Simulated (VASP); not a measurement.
# C: single point with PBE

The system is C.

```
C
1.0
    -0.38649    1.61259    1.61259
     1.61259   -0.38649    1.61259
     1.61259    1.61259   -0.38649
C
2
Direct
  0.50000 0.50000 0.50000
  0.75000 0.75000 0.75000
```

This cell differs from its parent crystal: ratio of the length along [111] to the lengths across it x 0.71, volume and fractional coordinates fixed.

- Program: VASP 6.6.1
- Task: single point
- Functional: PBE
- Potentials or basis: VASP PAW PBE potentials, release 64 (C)
- Cutoff: 520 eV
- k mesh: 12 × 12 × 12
- Occupations: gaussian, width 0.05 eV
- Spin: no spin polarisation
- Dipole correction: no
- Further INCAR settings: ALGO = Normal; EDIFF = 1e-06; NBANDS = 11

```json
{"Pressure": "83.1 GPa", "Largest force": "10.485 eV/Å", "Band gap on the k mesh": "0.09 eV, indirect (least direct gap 1.36 eV)"}
```

Forces on the atoms (eV/Å):
```
C   -6.054 -6.054 -6.054
C    6.054  6.054  6.054
```

Stress tensor (GPa, compression positive):
```
 83.14 155.74 155.74
155.74  83.14 155.74
155.74 155.74  83.14
```

Levels at points of the mesh, in eV from the valence-band top:
```csv
k point,band 2,band 3,band 4,band 5,band 6,band 7
"(0.00, 0.00, 0.00)",-3.35,0.00,0.00,1.36,1.36,4.21
"(0.50, 0.00, 0.00)",-14.36,-3.69,-0.85,4.34,6.02,14.18
"(0.50, 0.50, 0.00)",-12.19,-9.66,-3.65,0.09,7.93,13.11
"(0.50, 0.50, 0.50)",-11.06,-6.77,-6.77,1.42,5.30,5.30
```

Run time: 20 s on 1 thread of AMD EPYC 7R43 64-Core Processor (Zen 3), with other jobs on the host, peak memory 0.09 GiB.

Caveat: forces of over 1 eV/Å act on the atoms, so gaps and moduli don't describe the material at rest. A k mesh can miss the band edges.
